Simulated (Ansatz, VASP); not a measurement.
Two plane-wave programs on B3N4

```xyz
14
Lattice="5.0108 0.0000 0.0000 -1.2527 3.3759 0.0000 0.0000 0.0000 23.4409" Properties=species:S:1:pos:R:3 pbc="T T T"
N     0.0000    0.3041    4.0000
N     2.5054    0.3041    4.0000
N     1.2527    0.7690    6.1194
N     3.7581    0.7690    6.1194
N     0.0000    1.1702    8.2828
N     2.5053    1.1702    8.2828
N     1.8790    2.9535   11.8409
N     1.8790    2.9535   12.9409
B     1.2527    0.4619    4.7058
B     3.7581    0.4619    4.7058
B     0.0000    0.9095    6.7873
B     2.5054    0.9095    6.7873
B     1.2527    1.2656    8.9409
B     3.7580    1.2656    8.9409
```

Alike in both runs: task single point; functional PBE; dispersion D3(BJ); k mesh 6 × 8 × 1; occupations gaussian, width 0.05 eV; no spin polarisation.

```csv
,VASP,Ansatz
version,VASP 6.6.1,Ansatz 0.2.0
potentials or method,"VASP PAW PBE potentials, release 64 (N, B), cutoff 520 eV","scalar-relativistic, plane waves, PAW"
valence electrons in the cell,58,58
```

Ansatz gave:

| Quantity | Value |
| --- | --- |
| gap on the k mesh at the Fermi level (eV) | none |
| rms of the force components (eV/Å) | 1.092 |

Task: What did VASP give for the same quantities?

Result: gap on the k mesh at the Fermi level (eV): none; rms of the force components (eV/Å): 1.195.

A gap of «none» marks a metal or a gap that the smearing closes. Ansatz's warnings: vacuum below fermi.

Noted on VASP's run: the standard files for N, O and F lose accuracy on very short bonds.
